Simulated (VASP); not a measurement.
# Ca (P6/mmm) in VASP: single point with PBEsol

Aim: the single point of Ca with PBEsol.

Program: VASP 6.6.1. These are calculated values, not measurements. Logs are shortened: lines on timing, memory, paths and dates and some standing lists are left out, and cuts for length are marked.

### 1 The cell of the first run

The structure is hexagonal, space group P6/mmm (No. 191). Conventional cell: a = 3.409 Å, b = 3.409 Å, c = 10.881 Å, α = 90.00°, β = 90.00°, γ = 120.00°. Ca (site symmetry 6/mmm) has 6 Ca at 3.41 Å within 4.5 Å.

This isn't the form of Ca at room conditions, which is fcc.

### 2 Single point, PBEsol

Contents of INCAR:

```
SYSTEM = Ca
ALGO     = Normal         ! electronic algorithm
EDIFF    = 1E-6           ! SCF threshold, eV
ENCUT    = 520            ! plane-wave cutoff, eV
GGA      = PS             ! functional
ISIF     = 2              ! what is computed and relaxed
ISMEAR   = -1             ! smearing method
LASPH    = .True.         ! aspherical terms in the spheres
LCHARG   = .False.        ! write CHGCAR
LREAL    = .False.        ! projectors in reciprocal space
LWAVE    = .False.        ! write WAVECAR
NBANDS   = 11             ! bands
NELM     = 60             ! most SCF steps
PREC     = Accurate       ! precision mode
SIGMA    = 0.15           ! smearing width, eV
```

Contents of KPOINTS:

```
k-points
0
Gamma
  8 8 2
  0 0 0
```

Contents of POSCAR:

```
Ca
1.0
    3.4090700000      0.0000000000      0.0000000000
   -1.7045400000      2.9523400000      0.0000000000
    0.0000000000      0.0000000000     10.8806800000
Ca
1
Direct
    0.0000000000      0.0000000000      0.5000000000
```

Potentials or basis: VASP PAW PBE potentials, release 64 (Ca_sv).

The run is started by

```bash
$ cat potpaw_PBE.64/Ca_sv/POTCAR > POTCAR
$ mpirun -np 1 vasp_std > vasp.out
```

OUTCAR:

```text
SYSTEM = Ca
   EDIFF = 1E-6
   ENCUT = 520
   GGA = PS
   ISIF = 2
   ISMEAR = -1
   LASPH = .True.
   LREAL = .False.
   NELM = 60
   PREC = Accurate

 ion  position               nearest neighbor table
   1  0.000  0.000  0.500-

  LATTYP: Found a hexagonal cell.
 ALAT       =     3.4090700000
 C/A-ratio  =     3.1916857090

  Lattice vectors:

 A1 = (   3.4090700000,   0.0000000000,   0.0000000000)
 A2 = (  -1.7045400000,   2.9523400000,   0.0000000000)
 A3 = (   0.0000000000,   0.0000000000,  10.8806800000)

Analysis of symmetry for initial positions (statically):
=====================================================================
 Subroutine PRICEL returns:
 Original cell was already a primitive cell.

 Routine SETGRP: Setting up the symmetry group for a
 hexagonal supercell.

 Subroutine GETGRP returns: Found 24 space group operations
 (whereof 24 operations were pure point group operations)
 out of a pool of 24 trial point group operations.

The static configuration has the point symmetry D_6h.

Analysis of symmetry for dynamics (positions and initial velocities):
=====================================================================
 Subroutine PRICEL returns:
 Original cell was already a primitive cell.

 Routine SETGRP: Setting up the symmetry group for a
 hexagonal supercell.

 Subroutine GETGRP returns: Found 24 space group operations
 (whereof 24 operations were pure point group operations)
 out of a pool of 24 trial point group operations.

The dynamic configuration has the point symmetry D_6h.

 Subroutine INISYM returns: Found 24 space group operations
 (whereof 24 operations are pure point group operations),
 and found     1 'primitive' translations

----------------------------------------------------------------------------------------

                                     Primitive cell

  volume of cell :     109.5111

  direct lattice vectors                    reciprocal lattice vectors
     3.409070000  0.000000000  0.000000000     0.293335132  0.169357685  0.000000000
    -1.704540000  2.952340000  0.000000000     0.000000000  0.338714376  0.000000000
     0.000000000  0.000000000 10.880680000     0.000000000  0.000000000  0.091906021

  length of vectors
     3.409070000  3.409071441 10.880680000     0.338714519  0.338714376  0.091906021

  position of ions in fractional coordinates (direct lattice)
     0.000000000  0.000000000  0.500000000

  ion indices of the primitive-cell ions
   primitive index   ion index
                 1           1

----------------------------------------------------------------------------------------

 KPOINTS: k-points

Automatic generation of k-mesh.
 Grid dimensions read from file:
 generate k-points for:    8    8    2

 Generating k-lattice:

  Cartesian coordinates                     Fractional coordinates (reciprocal lattice)
     0.036666892  0.021169711  0.000000000     0.125000000  0.000000000  0.000000000
     0.000000000  0.042339297  0.000000000     0.000000000  0.125000000  0.000000000
     0.000000000  0.000000000  0.045953010     0.000000000  0.000000000  0.500000000

  Length of vectors
     0.042339315  0.042339297  0.045953010

  Shift w.r.t. Gamma in fractional coordinates (k-lattice)
     0.000000000  0.000000000  0.000000000

 Subroutine IBZKPT returns following result:
 ===========================================

 Found     20 irreducible k-points:

 Following reciprocal coordinates:
            Coordinates               Weight
  0.000000  0.000000  0.000000      1.000000
  0.125000  0.000000  0.000000      6.000000
  0.250000  0.000000  0.000000      6.000000
  0.375000  0.000000  0.000000      6.000000
  0.500000  0.000000  0.000000      3.000000
  0.125000  0.125000  0.000000      6.000000
[... 12 lines left out ...]
  0.250000  0.250000  0.500000      6.000000
  0.375000  0.250000  0.500000      6.000000
   k-points           NKPTS =     20   k-points in BZ     NKDIM =     20   number of bands    NBANDS=     11
   number of dos      NEDOS =    301   number of ions     NIONS =      1
   total plane-waves  NPLWV =  65856
   dimension x,y,z NGX =    28 NGY =   28 NGZ =   84
   dimension x,y,z NGXF=    56 NGYF=   56 NGZF=  168
   ions per type =               1
   NGX,Y,Z   is equivalent  to a cutoff of  13.65, 13.65, 12.83 a.u.
   NGXF,Y,Z  is equivalent  to a cutoff of  27.31, 27.31, 25.67 a.u.
 SYSTEM =  Ca
   PREC   = accura    normal or accurate (medium, high low for compatibility)
   ISTART =      0    job   : 0-new  1-cont  2-samecut
   ICHARG =      2    charge: 1-file 2-atom 10-const
   ISPIN  =      1    spin polarized calculation?
   LNONCOLLINEAR =      F non collinear calculations
   LSORBIT =      F    spin-orbit coupling
   LASPH  =      T    aspherical Exc in radial PAW
   ENCUT  =  520.0 eV  38.22 Ry    6.18 a.u.   6.34  6.34 20.23*2*pi/ulx,y,z
   NELM   =     60;   NELMIN=  2; NELMDL= -5     # of ELM steps
   EDIFF  = 0.1E-05   stopping-criterion for ELM
   LREAL  =      F    real-space projection
   EDIFFG = 0.1E-04   stopping-criterion for IOM
   NSW    =      0    number of steps for IOM
   IBRION =     -1    ionic relax: 0-MD 1-quasi-New 2-CG
   NFREE  =      0    steps in history (QN), initial steepest desc. (CG)
   ISIF   =      2    stress and relaxation
   ISYM   =      2    0-nonsym 1-usesym 2-fastsym
   POTIM  = 0.5000    time-step for ionic-motion
   TEBEG  =    0.0;   TEEND  =   0.0 temperature during run
   PSTRESS=    0.0 pullay stress
   NELECT =      10.0000    total number of electrons
   NUPDOWN=      -1.0000    fix difference up-down
   EMIN   =  10.00;   EMAX   =-10.00  energy-range for DOS
   EFERMI =   0.00;   METHOD = LEGACY
   ISMEAR =    -1;   SIGMA  =   0.15  broadening in eV -4-tet -1-fermi 0-gaus
   EFERMI_NEDOS =   21; number of points for ismear=-14 and -15
   IALGO  =     38    algorithm
   IMIX   =      4    mixing-type and parameters
     AMIX     =   0.40;   BMIX     =  1.00
     AMIX_MAG =   1.60;   BMIX_MAG =  1.00
  volume/ion in A,a.u.               =     109.51       739.02
  Fermi-wavevector in a.u.,A,eV,Ry     =   0.737206  1.393117  7.394390  0.543472
  Thomas-Fermi vector in A             =   1.830831
   LORBIT       =      0    0 simple, 1 ext, 2 COOP (PROOUT), +10 PAW based schemes
   GGA     = PS    functional components
   LHFCALC =     F    Hartree Fock is set to
   AEXX    =    0.0000 exact exchange contribution
   IVDW    =     0    specifies the selected vdW correction
   LEPSILON=     F    determine dielectric tensor
   LRPA    =     F    only Hartree local field effects (RPA)
 non-spin polarized calculation
  energy-cutoff  :      520.00
  volume of cell :      109.51
 maximum number of plane-waves:      2974
 NGX is ok and might be reduce to    28
   NGX = 13   NGY = 13   NGZ = 41

 number of electron      10.0000003 magnetization

 Free energy of the ion-electron system (eV)
  ---------------------------------------------------
  ext. energy  EPLUGINS =         0.00000000
  ---------------------------------------------------
  free energy    TOTEN  =        -1.13007904 eV

  energy without entropy =       -1.00860109  energy(sigma->0) =       -1.06934006

 E-fermi :  -1.1010     XC(G=0):  -4.0097

 val. band max:       -1.1442169309   @ k =   0.1250   0.0000   0.0000
 cond. band min:      -0.9625173884   @ k =   0.1250   0.1250   0.5000
 fundamental gap:      0.1816995425
 Fermi energy:        -1.1009743987

 k-point     1 :       0.0000    0.0000    0.0000
  band No.  band energies     occupation
      1     -42.9948      2.00000
      2     -24.1940      2.00000
      3     -23.8228      2.00000
      4     -23.8228      2.00000
      5      -4.4894      2.00000
      6      -1.2631      1.49319
      7      -0.4217      0.02136
      8       1.3591      0.00000
      9       1.3591      0.00000
     10       1.9025      0.00000
     11       2.8949      0.00000

 k-point     2 :       0.1250    0.0000    0.0000
  band No.  band energies     occupation
      1     -42.9869      2.00000
      2     -24.1850      2.00000
      3     -23.8854      2.00000
      4     -23.8368      2.00000
      5      -4.1450      2.00000
      6      -1.1442      1.14315
      7      -0.1927      0.00468
      8       1.0060      0.00000
      9       1.6310      0.00000
     10       2.1266      0.00000
     11       2.5740      0.00000

 k-point     3 :       0.2500    0.0000    0.0000
  band No.  band energies     occupation
      1     -42.9678      2.00000
      2     -24.1631      2.00000
      3     -24.0334      2.00000
      4     -23.8705      2.00000
      5      -3.2124      2.00000
      6      -0.8657      0.34481
      7       0.1524      0.00047
      8       0.6074      0.00002
      9       2.3812      0.00000
     10       2.3815      0.00000
     11       2.6033      0.00000

 k-point     4 :       0.3750    0.0000    0.0000
  band No.  band energies     occupation
      1     -42.9486      2.00000
      2     -24.1776      2.00000
      3     -24.1411      2.00000
      4     -23.9039      2.00000
      5      -2.0807      1.99709
      6      -0.6249      0.08032
      7      -0.1707      0.00404
      8       1.2119      0.00000
      9       2.4118      0.00000
     10       2.6802      0.00000
     11       3.3574      0.00000
[... 183 lines left out ...]
 k-point    18 :       0.3750    0.1250    0.5000
  band No.  band energies     occupation
      1     -42.9407      2.00000
      2     -24.2038      2.00000
      3     -24.1320      2.00000
      4     -23.9519      2.00000
      5      -1.4557      1.82823
      6      -0.4343      0.02321
      7      -0.2006      0.00493
      8       1.3883      0.00000
      9       1.7826      0.00000
     10       3.3430      0.00000
     11       3.8748      0.00000

 k-point    19 :       0.2500    0.2500    0.5000
  band No.  band energies     occupation
      1     -42.9407      2.00000
      2     -24.1584      2.00000
      3     -24.1320      2.00000
      4     -23.9992      2.00000
      5      -1.2456      1.44786
      6      -0.4243      0.02173
      7      -0.2952      0.00925
      8       1.3920      0.00000
      9       1.3939      0.00000
     10       3.4082      0.00000
     11       3.9171      0.00000

 k-point    20 :       0.3750    0.2500    0.5000
  band No.  band energies     occupation
      1     -42.9351      2.00000
      2     -24.1610      2.00000
      3     -24.1256      2.00000
      4     -24.0490      2.00000
      5      -0.7330      0.15839
      6      -0.3340      0.01196
      7       0.0154      0.00117
      8       0.9051      0.00000
      9       1.5467      0.00000
     10       4.3860      0.00000
     11       4.4310      0.00000

------------------------ aborting loop because EDIFF is reached ----------------------------------------

  FORCE on cell =-STRESS in cart. coord.  units (eV):
  Direction    XX          YY          ZZ          XY          YZ          ZX
  --------------------------------------------------------------------------------------
  -------------------------------------------------------------------------------------
  Total        1.9938168      1.9938151     -0.0110844     -0.0000034     -0.0000000      0.0000000
  in kB       29.1700718     29.1700477     -0.1621673     -0.0000494     -0.0000000      0.0000000
  external PRESSURE =      19.3926507 kB  Pullay stress =       0.0000000 kB

 VOLUME and BASIS-vectors are now :
 -----------------------------------------------------------------------------
  energy-cutoff  :      520.00
  volume of cell :      109.51
      direct lattice vectors                 reciprocal lattice vectors
     3.409070000  0.000000000  0.000000000     0.293335132  0.169357685  0.000000000
    -1.704540000  2.952340000  0.000000000     0.000000000  0.338714376  0.000000000
     0.000000000  0.000000000 10.880680000     0.000000000  0.000000000  0.091906021

 POSITION                                       TOTAL-FORCE (eV/Angst)
 -----------------------------------------------------------------------------------
      0.00000      0.00000      5.44034         0.000000      0.000000      0.000000
 -----------------------------------------------------------------------------------
    total drift:                               -0.000000     -0.000000      0.000000

  FREE ENERGIE OF THE ION-ELECTRON SYSTEM (eV)
  ---------------------------------------------------
  free  energy   TOTEN  =        -1.1300790357 eV

  energy  without entropy=       -1.0086010939  energy(sigma->0) =       -1.06934006
```

Wall time 56 s (1 thread of Intel Xeon 8259CL, shared host); peak memory 0.23 GiB.

Results:

```yaml
Free_energy: -1.1301 eV
Pressure: 1.9 GPa
Band_gap_on_the_k_mesh: zero (bands 5 and 6 overlap by 0.57 eV)
```

Caveat: the PAW data sets were made with another functional, which shifts forces and pressure a little.
